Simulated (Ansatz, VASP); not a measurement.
One calculation of In3Se, two programs

INCAR

```
  PREC = Accurate
  ENCUT = 520
  EDIFF = 1E-6
  ISMEAR = 0
  SIGMA = 0.15
  LREAL = False
  LASPH = True
  NELM = 100
  ALGO = Normal
  ISIF = 2
  LWAVE = False
  LCHARG = False
  GGA = PE
  IVDW = 12
  NBANDS = 30
```

File KPOINTS:

```
regular mesh
0
Gamma
  8 8 8
```

Contents of POSCAR:

```
In3Se
1.0
    3.9956887392     -0.7051215422      0.0000000000
   -0.7051215422      3.9956887392      0.0000000000
    0.0000000000      0.0000000000      4.7008102814
In Se
3 1
Direct
    0.0000000000      0.5000000000      0.5000000000
    0.5000000000      0.0000000000      0.5000000000
    0.5000000000      0.5000000000      0.0000000000
    0.0000000000      0.0000000000      0.0000000000
```

Input for Ansatz:

```yaml
crystal:
  lattice:
    - [3.9956887392, -0.7051215422, 0.0]
    - [-0.7051215422, 3.9956887392, 0.0]
    - [0.0, 0.0, 4.7008102814]
  atoms:
    - { symbol: In, position: [0.0, 0.5, 0.5] }
    - { symbol: In, position: [0.5, 0.0, 0.5] }
    - { symbol: In, position: [0.5, 0.5, 0.0] }
    - { symbol: Se, position: [0.0, 0.0, 0.0] }
basis:
  ecutwfc: 420
kpoints:
  mp_grid: { grid: [8, 8, 8] }
hamiltonian:
  xc: pbe
  pseudopotentials: { kind: paw, azcp: { folder: soft_1 } }
  dispersion: d3bj
scf:
  occupations: { method: gaussian, width: 0.15 }
output:
  forces: true
  stress: true
  eigenvalues: true
  write_density: true
  write_potential: true
  elf: true
  volumetric_format: npy
```

Change from the starting cell: engineering shear strain xy -0.3000, equal normal strain along x and y -0.1500.

Alike in both runs: task single point; functional PBE; dispersion D3(BJ); k mesh 8 × 8 × 8; occupations gaussian, width 0.15 eV; no spin polarisation.

```csv
,VASP,Ansatz
version,VASP 6.6.1,Ansatz 0.2.0
potentials or method,"VASP PAW PBE potentials, release 64 (In_d, Se), cutoff 520 eV","scalar-relativistic, plane waves, PAW"
valence electrons in the cell,45,55
```

```tsv
	VASP	Ansatz	Ansatz less VASP
gap on the k mesh at the Fermi level (eV)	none	none	-
pressure (GPa)	52.6	52.4	-0.12
traceless stress, the component that is largest in VASP (GPa)	46.96	47.00	+0.033
```

A gap of «none» marks a metal or a gap that the smearing closes. Both programs put the cell under a high pressure, so it lies far from rest at this level. VASP's potentials hold 45 valence electrons a cell and Ansatz's 55, so a difference there can come from the potentials and not from the codes.
